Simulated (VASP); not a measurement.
A run of VASP 6.6.1:

Contents of INCAR:

```
ALGO = Fast
EDIFF = 1E-6
EDIFFG = -0.025
ENCUT = 600
GGA = PE
IBRION = 2
ISIF = 3
ISMEAR = 0
LASPH = True
LCHARG = False
LREAL = False
LWAVE = False
NELM = 80
NSW = 80
PREC = Accurate
SIGMA = 0.2
```

The input KPOINTS:

```
k-points
0
Gamma
  10 6 6
```

File POSCAR:

```
Be
1.0
   -1.5591530597     -0.0198013826     -1.5528618178
   -1.5841673634     -3.0885253970      1.5382733563
   -1.6316963431      3.1756571419      1.6650078664
Be
4
Direct
    0.0093629179     -0.0095175504     -0.0079272699
    0.4593888456      0.4959469070      0.9803802011
    0.4978998152      0.9877516430      0.4930680267
    0.0333484214      0.5258190003      0.5344790421
```

Potentials or basis: VASP PAW PBE potentials, release 64 (Be).

Launch:

```bash
$ cat potpaw_PBE.64/Be/POTCAR > POTCAR
$ mpirun -np 1 vasp_std > vasp.out
```

Hardware: 1 thread of Intel(R) Xeon(R) Platinum 8259CL CPU @ 2.50GHz (Skylake/Cascade Lake), with other jobs on the host.

**Question.** How long does it take, and how much memory?

**Answer.** Run time: 2.5 min on 1 thread of Intel(R) Xeon(R) Platinum 8259CL CPU @ 2.50GHz (Skylake/Cascade Lake), with other jobs on the host, peak memory 0.18 GiB. Counts: scf iterations 46, k points 184, ion steps 8.
